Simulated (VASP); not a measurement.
Here is a VASP 6.6.1 calculation.

The input INCAR:

```
PREC = Accurate
ENCUT = 600
EDIFF = 1E-6
ISMEAR = 0
SIGMA = 0.1
LREAL = False
LASPH = True
NELM = 100
ALGO = Normal
ISIF = 3
LWAVE = False
LCHARG = False
GGA = PE
IBRION = 2
NSW = 100
EDIFFG = -0.01
```

KPOINTS

```
regular mesh
0
Gamma
  8 8 10
```

File POSCAR:

```
Nb2SiO
1.0
    4.2252375492      0.0000000000      0.0000000000
    0.0000000000      4.2252375492      0.0000000000
    0.0000000000      0.0000000000      3.3680321886
Nb Si O
2 1 1
Direct
    0.0000000000      0.5000000000      0.5000000000
    0.5000000000      0.0000000000      0.5000000000
    0.5000000000      0.5000000000      0.0000000000
    0.0000000000      0.0000000000      0.5000000000
```

Potentials or basis: VASP PAW PBE potentials, release 64 (Nb_sv, Si, O).

Launch:

```sh
$ cat potpaw_PBE.64/Nb_sv/POTCAR potpaw_PBE.64/Si/POTCAR potpaw_PBE.64/O/POTCAR > POTCAR
$ mpirun -np 1 vasp_std > vasp.out
```

Task: Predict the space group after relaxing (to 0.1 Å).

Result: P4/mmm (No. 123).

Task: Estimate the relaxed cell.

Result: a = 4.228 Å, b = 4.228 Å, c = 3.315 Å, α = 90.00°, β = 90.00°, γ = 90.00°.

Final structure:
```yaml
crystal:
  lattice:
    - [4.22784, 0.00000, 0.00000]
    - [0.00000, 4.22784, 0.00000]
    - [0.00000, 0.00000, 3.31532]
  atoms:
    - { symbol: Nb, position: [0.00000, 0.50000, 0.50000] }
    - { symbol: Nb, position: [0.50000, 0.00000, 0.50000] }
    - { symbol: Si, position: [0.50000, 0.50000, 0.00000] }
    - { symbol: O, position: [0.00000, 0.00000, 0.50000] }
```
